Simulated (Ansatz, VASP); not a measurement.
# SnTe: VASP beside Ansatz

Contents of INCAR:

```
SYSTEM = SnTe
PREC = Accurate ; ENCUT = 520
EDIFF = 1E-6 ; ISMEAR = 0
SIGMA = 0.1 ; LREAL = .FALSE.
LASPH = .TRUE. ; NELM = 80
ALGO = Normal ; ISIF = 2
LWAVE = .FALSE. ; LCHARG = .FALSE.
GGA = PE ; NBANDS = 17
```

KPOINTS

```
regular mesh
0
G
  12 12 12
  0 0 0
```

POSCAR

```
SnTe
1.0
    3.7650288810      0.0000000000      0.0000000000
    0.0000000000      3.7650288810      0.0000000000
    0.0000000000      0.0000000000      3.7650288810
Sn Te
1 1
Direct
    0.0000000000      0.0000000000      0.0000000000
    0.5000000000      0.5000000000      0.5000000000
```

Input for Ansatz:

```yaml
crystal:
  lattice:
    - [3.765028881, 0.0, 0.0]
    - [0.0, 3.765028881, 0.0]
    - [0.0, 0.0, 3.765028881]
  atoms:
    - { symbol: Sn, position: [0.0, 0.0, 0.0] }
    - { symbol: Te, position: [0.5, 0.5, 0.5] }
basis:
  ecutwfc: 420
kpoints:
  mp_grid: { grid: [12, 12, 12] }
hamiltonian:
  xc: pbe
scf:
  occupations: { method: gaussian, width: 0.1 }
output:
  forces: true
  stress: true
  eigenvalues: true
```

Alike in both runs: task single point; functional PBE; k mesh 12 × 12 × 12; occupations gaussian, width 0.1 eV; no spin polarisation.

|  | VASP | Ansatz |
| --- | --- | --- |
| version | VASP 6.6.1 | Ansatz 0.2.0 |
| potentials or method | VASP PAW PBE potentials, release 64 (Sn_d, Te), cutoff 520 eV | scalar-relativistic, plane waves, PAW |
| valence electrons in the cell | 20 | 30 |

```csv
,VASP,Ansatz,Ansatz less VASP
gap on the k mesh at the Fermi level (eV),none,none,-
pressure (GPa),5.1,5.2,+0.06
```

A gap of «none» marks a metal or a gap that the smearing closes. VASP's potentials hold 20 valence electrons a cell and Ansatz's 30, so a difference there can come from the potentials and not from the codes.

Spin-orbit coupling is off throughout.
